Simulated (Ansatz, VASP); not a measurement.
# Re in VASP and in Ansatz

INCAR

```
SYSTEM = Re
ALGO = Normal
EDIFF = 1E-8
ENCUT = 520
GGA = CA
ISIF = 2
ISMEAR = -1
LASPH = .True.
LCHARG = .False.
LEFG = .True.
LREAL = .False.
LWAVE = .False.
NBANDS = 10
NELM = 60
PREC = Accurate
SIGMA = 0.03
```

Contents of KPOINTS:

```
k-points
0
Gamma
  14 14 14
  0 0 0
```

File POSCAR:

```
Re
1.0
    0.0395000000      1.9947500000      1.9947500000
    1.9947500000      0.0395000000      1.9947500000
    1.9947500000      1.9947500000      0.0395000000
Re
1
Direct
    0.0000000000      0.0000000000      0.0000000000
```

Input for Ansatz:

```yaml
crystal:
  lattice:
    - [0.0395, 1.99475, 1.99475]
    - [1.99475, 0.0395, 1.99475]
    - [1.99475, 1.99475, 0.0395]
  atoms:
    - { symbol: Re, position: [0.0, 0.0, 0.0] }
kpoints:
  mp_grid: { grid: [14, 14, 14] }
scf:
  occupations: { method: fermi_dirac, width: 0.03 }
hamiltonian:
  xc: lda
  pseudopotentials: { kind: paw }
output:
  forces: true
  stress: true
  eigenvalues: true
  efg: { contact_densities: true }
```

Change from the starting cell: equal xy, yz and zx shear strains of +2 %, PAW files.

Alike in both runs: task electric field gradients; functional LDA; k mesh 14 × 14 × 14; occupations fermi-dirac, width 0.03 eV; no spin polarisation.

|  | VASP | Ansatz |
| --- | --- | --- |
| version | VASP 6.6.1 | Ansatz 0.2.0 |
| potentials or method | VASP PAW LDA potentials, release 64 (Re) | PAW with Ansatz's default frozen-core files, scalar-relativistic |
| plane-wave cutoff (eV) | 520 | 420 |
| valence electrons in the cell | 7 | 15 |

|  | VASP | Ansatz | Ansatz less VASP |
| --- | --- | --- | --- |
| pressure (GPa) | -22.7 | -23.4 | -0.69 |
| traceless stress, the component that is largest in VASP (GPa) | -3.33 | -3.33 | 0.000 |
| size of Vzz on the site where it differs most (V/Å²) | 67.6 | 59.7 | -7.90 |

LDA's correlation is that of Perdew and Zunger in VASP and of Perdew and Wang (1992) in Ansatz. VASP's potentials hold 7 valence electrons a cell and Ansatz's 15, so a difference there can come from the potentials and not from the codes.

Spin-orbit coupling is off throughout.
